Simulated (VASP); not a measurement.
# Ag in VASP: notebook

The runs below take Ag through single point, with PBE.

Program: VASP 6.6.1. These are calculated values, not measurements. Logs are shortened: lines on timing, memory, paths and dates and some standing lists are left out, and cuts for length are marked.

## 1. The cell of the first run

It takes space group I4/mmm (No. 139, tetragonal). Conventional cell: a = 2.735 Å, b = 2.735 Å, c = 4.510 Å, α = 90.00°, β = 90.00°, γ = 90.00°. Ag (site symmetry 4/mmm) has 12 Ag at 2.74 to 2.97 Å within 3.6 Å.

## 2. Single point, PBE

Input file INCAR:

```
SYSTEM = Ag
ALGO = Fast
EDIFF = 1E-6
ENCUT = 520
GGA = PE
ISIF = 2
ISMEAR = 0
ISYM = 0
LASPH = .TRUE.
LCHARG = .FALSE.
LREAL = .FALSE.
LWAVE = .FALSE.
NBANDS = 18
NELM = 80
PREC = Accurate
SIGMA = 0.1
```

Input file KPOINTS:

```
k-points
0
G
  9 9 15
  0 0 0
```

Input file POSCAR:

```
Ag
1.0
    3.8679403874      0.0000000000      0.0000000000
    0.0000000000      3.8679403874      0.0000000000
   -1.9339701937      0.0000000000      2.2548826117
Ag
2
Direct
    0.0000000000      0.0000000000      0.0000000000
    0.5000000000      0.5000000000      0.0000000000
```

Potentials or basis: VASP PAW PBE potentials, release 64 (Ag).

On the command line:

```
$ cat potpaw_PBE.64/Ag/POTCAR > POTCAR
$ mpirun -np 1 vasp_std > vasp.out
```

OUTCAR:

```text
SYSTEM = Ag
   EDIFF = 1E-6
   ENCUT = 520
   GGA = PE
   ISIF = 2
   ISMEAR = 0
   ISYM = 0
   LASPH = .TRUE.
   LREAL = .FALSE.
   NELM = 80
   PREC = Accurate

 ion  position               nearest neighbor table
   1  0.000  0.000  0.000-   2 2.74   2 2.74   2 2.74   2 2.74   2 2.97   2 2.97   2 2.97   2 2.97

   2  0.500  0.500  0.000-   1 2.74   1 2.74   1 2.74   1 2.74   1 2.97   1 2.97   1 2.97   1 2.97

IMPORTANT INFORMATION: All symmetrisations will be switched off!
NOSYMM: (Re-)initialisation of all symmetry stuff for point group C_1.

----------------------------------------------------------------------------------------

                                     Primitive cell

  volume of cell :      33.7352

  direct lattice vectors                    reciprocal lattice vectors
     3.867940387  0.000000000  0.000000000     0.258535525  0.000000000  0.221741033
     0.000000000  3.867940387  0.000000000     0.000000000  0.258535525  0.000000000
    -1.933970194  0.000000000  2.254882612     0.000000000  0.000000000  0.443482066

  length of vectors
     3.867940387  3.867940387  2.970645772     0.340601972  0.258535525  0.443482066

  position of ions in fractional coordinates (direct lattice)
     0.000000000  0.000000000  0.000000000
     0.500000000  0.500000000  0.000000000

  ion indices of the primitive-cell ions
   primitive index   ion index
                 1           1
                 2           2

----------------------------------------------------------------------------------------

 KPOINTS: k-points

Automatic generation of k-mesh.
 Grid dimensions read from file:
 generate k-points for:    9    9   15

 Generating k-lattice:

  Cartesian coordinates                     Fractional coordinates (reciprocal lattice)
     0.028726169  0.000000000  0.024637893     0.111111111  0.000000000  0.000000000
     0.000000000  0.028726169  0.000000000     0.000000000  0.111111111  0.000000000
     0.000000000  0.000000000  0.029565471     0.000000000  0.000000000  0.066666667

  Length of vectors
     0.037844664  0.028726169  0.029565471

  Shift w.r.t. Gamma in fractional coordinates (k-lattice)
     0.000000000  0.000000000  0.000000000

 -----------------------------------------------------------------------------
|                                                                             |
|           W    W    AA    RRRRR   N    N  II  N    N   GGGG   !!!           |
|           W    W   A  A   R    R  NN   N  II  NN   N  G    G  !!!           |
|           W    W  A    A  R    R  N N  N  II  N N  N  G       !!!           |
|           W WW W  AAAAAA  RRRRR   N  N N  II  N  N N  G  GGG   !            |
|           WW  WW  A    A  R   R   N   NN  II  N   NN  G    G                |
|           W    W  A    A  R    R  N    N  II  N    N   GGGG   !!!           |
|                                                                             |
|     Your reciprocal lattice and k-lattice belong to different lattice       |
|     classes:                                                                |
|                                                                             |
|        The reciprocal lattice is base centered orthorhombic,                |
|        whereas your k-lattice is simple monoclinic.                         |
|                                                                             |
|     Results are often still useful ...                                      |
|                                                                             |
 -----------------------------------------------------------------------------

 WARNING: IBZKPT: internal override: KBLOWUP is changed to .FALSE.
      ... skipping the blow-up phase ...

 Subroutine IBZKPT returns following result:
 ===========================================

 Found    608 irreducible k-points:

 Following reciprocal coordinates:
            Coordinates               Weight
  0.000000  0.000000  0.000000      1.000000
  0.111111  0.000000  0.000000      2.000000
  0.222222  0.000000  0.000000      2.000000
  0.333333  0.000000  0.000000      2.000000
  0.444444  0.000000  0.000000      2.000000
  0.000000  0.111111  0.000000      2.000000
[... 16 lines left out ...]
 -0.111111  0.222222 -0.000000      2.000000
  0.000000  0.333333  0.000000      2.000000
 [... further k-points ...]
   k-points           NKPTS =    608   k-points in BZ     NKDIM =    608   number of bands    NBANDS=     18
   number of dos      NEDOS =    301   number of ions     NIONS =      2
   total plane-waves  NPLWV =  21600
   dimension x,y,z NGX =    30 NGY =   30 NGZ =   24
   dimension x,y,z NGXF=    60 NGYF=   60 NGZF=   48
   ions per type =               2
   NGX,Y,Z   is equivalent  to a cutoff of  12.89, 12.89, 13.43 a.u.
   NGXF,Y,Z  is equivalent  to a cutoff of  25.79, 25.79, 26.86 a.u.
 SYSTEM =  Ag
   PREC   = accura    normal or accurate (medium, high low for compatibility)
   ISTART =      0    job   : 0-new  1-cont  2-samecut
   ICHARG =      2    charge: 1-file 2-atom 10-const
   ISPIN  =      1    spin polarized calculation?
   LNONCOLLINEAR =      F non collinear calculations
   LSORBIT =      F    spin-orbit coupling
   LASPH  =      T    aspherical Exc in radial PAW
   ENCUT  =  520.0 eV  38.22 Ry    6.18 a.u.   7.19  7.19  5.52*2*pi/ulx,y,z
   NELM   =     80;   NELMIN=  2; NELMDL= -5     # of ELM steps
   EDIFF  = 0.1E-05   stopping-criterion for ELM
   LREAL  =      F    real-space projection
   EDIFFG = 0.1E-04   stopping-criterion for IOM
   NSW    =      0    number of steps for IOM
   IBRION =     -1    ionic relax: 0-MD 1-quasi-New 2-CG
   NFREE  =      0    steps in history (QN), initial steepest desc. (CG)
   ISIF   =      2    stress and relaxation
   ISYM   =      0    0-nonsym 1-usesym 2-fastsym
   POTIM  = 0.5000    time-step for ionic-motion
   TEBEG  =    0.0;   TEEND  =   0.0 temperature during run
   PSTRESS=    0.0 pullay stress
   NELECT =      22.0000    total number of electrons
   NUPDOWN=      -1.0000    fix difference up-down
   EMIN   =  10.00;   EMAX   =-10.00  energy-range for DOS
   EFERMI =   0.00;   METHOD = LEGACY
   ISMEAR =     0;   SIGMA  =   0.10  broadening in eV -4-tet -1-fermi 0-gaus
   EFERMI_NEDOS =   21; number of points for ismear=-14 and -15
   IALGO  =     68    algorithm
   IMIX   =      4    mixing-type and parameters
     AMIX     =   0.40;   BMIX     =  1.00
     AMIX_MAG =   1.60;   BMIX_MAG =  1.00
  volume/ion in A,a.u.               =      16.87       113.83
  Fermi-wavevector in a.u.,A,eV,Ry     =   1.419672  2.682790 27.422100  2.015467
  Thomas-Fermi vector in A             =   2.540668
   LORBIT       =      0    0 simple, 1 ext, 2 COOP (PROOUT), +10 PAW based schemes
   GGA     = PE    functional components
   LHFCALC =     F    Hartree Fock is set to
   AEXX    =    0.0000 exact exchange contribution
   IVDW    =     0    specifies the selected vdW correction
   LEPSILON=     F    determine dielectric tensor
   LRPA    =     F    only Hartree local field effects (RPA)
 non-spin polarized calculation
 RMM-DIIS sequential band-by-band and
 Gauss-broadening in eV      SIGMA  =   0.10
  energy-cutoff  :      520.00
  volume of cell :       33.74
 maximum number of plane-waves:       938
 NGX is ok and might be reduce to    30
   NGX = 15   NGY = 15   NGZ = 11

 number of electron      22.0000000 magnetization

 Free energy of the ion-electron system (eV)
  ---------------------------------------------------
  ext. energy  EPLUGINS =         0.00000000
  ---------------------------------------------------
  free energy    TOTEN  =        -5.30907812 eV

  energy without entropy =       -5.30526171  energy(sigma->0) =       -5.30716992

 E-fermi :   8.6164     XC(G=0): -12.2710

 val. band max:        8.6135331192   @ k =   0.1111   0.4444   0.2667
 cond. band min:       8.6166238339   @ k =  -0.4444   0.2222   0.4667
 fundamental gap:      0.0030907147
 Fermi energy:         8.6164206712

 k-point     1 :       0.0000    0.0000    0.0000
  band No.  band energies     occupation
      1       0.7397      2.00000
      2       2.0384      2.00000
      3       2.3126      2.00000
      4       3.0482      2.00000
      5       4.1353      2.00000
      6       4.1361      2.00000
[... 10 lines left out ...]
     17      25.1623      0.00000
     18      25.4230      0.00000

 k-point     2 :       0.1111    0.0000    0.0000
  band No.  band energies     occupation
      1       0.9872      2.00000
      2       2.1604      2.00000
      3       2.4212      2.00000
      4       3.0843      2.00000
      5       4.1068      2.00000
      6       4.1176      2.00000
[... 10 lines left out ...]
     17      25.2130      0.00000
     18      26.2329      0.00000

 k-point     3 :       0.2222    0.0000    0.0000
  band No.  band energies     occupation
      1       1.6726      2.00000
      2       2.4533      2.00000
      3       2.7443      2.00000
      4       3.1708      2.00000
      5       3.9873      2.00000
      6       4.1135      2.00000
[... 10 lines left out ...]
     17      24.3098      0.00000
     18      25.2122      0.00000

 k-point     4 :       0.3333    0.0000    0.0000
  band No.  band energies     occupation
      1       2.5596      2.00000
      2       2.8047      2.00000
      3       3.1783      2.00000
      4       3.2694      2.00000
      5       3.8661      2.00000
      6       4.1322      2.00000
[... 10 lines left out ...]
     17      22.3194      0.00000
     18      25.3479      0.00000

 k-point     5 :       0.4444    0.0000    0.0000
  band No.  band energies     occupation
      1       3.1004      2.00000
      2       3.1186      2.00000
      3       3.4109      2.00000
      4       3.5524      2.00000
      5       3.6828      2.00000
      6       3.7827      2.00000
[... 10 lines left out ...]
     17      22.5744      0.00000
     18      23.7659      0.00000

 k-point     6 :       0.0000    0.1111    0.0000
  band No.  band energies     occupation
      1       0.8851      2.00000
      2       2.1047      2.00000
      3       2.3612      2.00000
      4       3.1176      2.00000
      5       4.0725      2.00000
      6       4.1587      2.00000
[... 10 lines left out ...]
     17      25.1527      0.00000
     18      25.3944      0.00000

 k-point     7 :       0.1111    0.1111    0.0000
  band No.  band energies     occupation
      1       1.1231      2.00000
      2       2.2261      2.00000
      3       2.4667      2.00000
      4       3.1484      2.00000
      5       4.0024      2.00000
      6       4.2272      2.00000
[... 10 lines left out ...]
     17      25.1939      0.00000
     18      25.9851      0.00000

 k-point     8 :       0.2222    0.1111    0.0000
  band No.  band energies     occupation
      1       1.7557      2.00000
      2       2.5002      2.00000
      3       2.7887      2.00000
      4       3.2546      2.00000
      5       3.8652      2.00000
      6       4.2762      2.00000
[... 10 lines left out ...]
     17      25.1829      0.00000
     18      25.2651      0.00000
[... 229 lines left out ...]
     17      23.2027      0.00000
     18      24.3895      0.00000

 k-point    20 :      -0.4444    0.2222   -0.0000
  band No.  band energies     occupation
      1       2.4590      2.00000
      2       2.6048      2.00000
      3       3.4573      2.00000
      4       3.4992      2.00000
      5       3.9747      2.00000
      6       4.1590      2.00000
[... 10 lines left out ...]
     17      23.2027      0.00000
     18      24.3895      0.00000

 k-point    21 :      -0.3333    0.2222    0.0000
  band No.  band energies     occupation
      1       2.3032      2.00000
      2       2.6927      2.00000
      3       3.3376      2.00000
      4       3.4577      2.00000
      5       4.1019      2.00000
      6       4.3344      2.00000
[... 10 lines left out ...]
     17      24.1167      0.00000
     18      25.5052      0.00000

 k-point    22 :      -0.2222    0.2222   -0.0000
  band No.  band energies     occupation
      1       1.9768      2.00000
      2       2.5982      2.00000
      3       2.9452      2.00000
      4       3.4418      2.00000
      5       3.8338      2.00000
      6       4.3841      2.00000
[... 10 lines left out ...]
     17      25.0199      0.00000
     18      25.1366      0.00000

 k-point    23 :      -0.1111    0.2222   -0.0000
  band No.  band energies     occupation
      1       1.5123      2.00000
      2       2.4052      2.00000
      3       2.6021      2.00000
      4       3.3309      2.00000
      5       3.8621      2.00000
      6       4.2518      2.00000
[... 10 lines left out ...]
     17      25.1604      0.00000
     18      25.5253      0.00000

 k-point    24 :       0.0000    0.3333    0.0000
  band No.  band energies     occupation
      1       1.9323      2.00000
      2       2.5339      2.00000
      3       2.7255      2.00000
      4       3.6321      2.00000
      5       3.6563      2.00000
      6       4.3457      2.00000
[... 10 lines left out ...]
     17      25.0698      0.00000
     18      25.0881      0.00000

 [... further k-points ...]
[... 5 lines left out ...]
  --------------------------------------------------------------------------------------
  -------------------------------------------------------------------------------------
  Total        2.1241559      2.1659191      0.1731959      0.0000001      0.0000010     -0.0145056
  in kB      100.8819528    102.8654036      8.2255434      0.0000063      0.0000497     -0.6889118
  external PRESSURE =      70.6576333 kB  Pullay stress =       0.0000000 kB

 VOLUME and BASIS-vectors are now :
 -----------------------------------------------------------------------------
  energy-cutoff  :      520.00
  volume of cell :       33.74
      direct lattice vectors                 reciprocal lattice vectors
     3.867940387  0.000000000  0.000000000     0.258535525  0.000000000  0.221741033
     0.000000000  3.867940387  0.000000000     0.000000000  0.258535525  0.000000000
    -1.933970194  0.000000000  2.254882612     0.000000000  0.000000000  0.443482066

 POSITION                                       TOTAL-FORCE (eV/Angst)
 -----------------------------------------------------------------------------------
      0.00000      0.00000      0.00000        -0.000000      0.000000     -0.000000
      1.93397      1.93397      0.00000         0.000000     -0.000000      0.000000
 -----------------------------------------------------------------------------------
    total drift:                                0.000000      0.000000      0.000000

  FREE ENERGIE OF THE ION-ELECTRON SYSTEM (eV)
  ---------------------------------------------------
  free  energy   TOTEN  =        -5.3090781242 eV

  energy  without entropy=       -5.3052617119  energy(sigma->0) =       -5.30716992
```

It took 11 min on 1 thread of Intel Xeon 8259CL, shared host; peak memory 0.37 GiB.

Results:

| Quantity | Value |
| --- | --- |
| Free energy | -5.3091 eV |
| Pressure | 7.1 GPa |
| Band gap on the k mesh | zero (bands 11 and 12 overlap by 7.08 eV) |

Stress tensor (GPa, compression positive):
```
10.09  0.00 -0.07
 0.00 10.29  0.00
-0.07  0.00  0.82
```

Caveat: the stress differs along the axes, from 1 to 10 GPa.

## 3. Single point, PBE

This run uses another cell than the first one, of 16.98 Å³/atom.

Input file INCAR:

```
PREC = Accurate ; ENCUT = 520
EDIFF = 1E-6 ; ISMEAR = 0
SIGMA = 0.1 ; LREAL = F
LASPH = T ; NELM = 100
ALGO = Fast ; ISIF = 2
LWAVE = F ; LCHARG = F
GGA = PE ; NBANDS = 18
ISYM = 0
```

Input file KPOINTS:

```
regular mesh
0
Gamma
  9 9 15
```

Input file POSCAR:

```
Ag
1.0
    3.8679383972      0.0000000000     -0.0039237692
    0.0000000000      3.8679403874      0.0000000000
   -1.9362566276      0.0000000000      2.2724057808
Ag
2
Direct
    0.0000000000      0.0000000000      0.0000000000
    0.5000000000      0.5000000000      0.0000000000
```

Potentials or basis: VASP PAW PBE potentials, release 64 (Ag).

On the command line:

```
$ cat potpaw_PBE.64/Ag/POTCAR > POTCAR
$ mpirun -np 1 vasp_std > vasp.out
```

It took 11 min on 1 thread of Intel Xeon 8259CL, shared host; peak memory 0.37 GiB.

The run converged. Its results:

```
Free energy            : -5.3096 eV
Pressure               : 6.4 GPa
Band gap on the k mesh : zero (bands 11 and 12 overlap by 6.97 eV)
```

Stress tensor (GPa, compression positive):
```
 9.45  0.00 -0.03
 0.00  9.65  0.00
-0.03  0.00 -0.03
```

Levels at points of the mesh, in eV from the Fermi level:
```tsv
k point	band 8	band 9	band 10	band 11	band 12	band 13	band 14	band 15
(0.00, 0.00, 0.00)	-3.32	-3.27	-3.16	-2.36	2.57	8.13	9.88	9.98
```

Caveat: the stress differs along the axes, from -0 to 10 GPa.
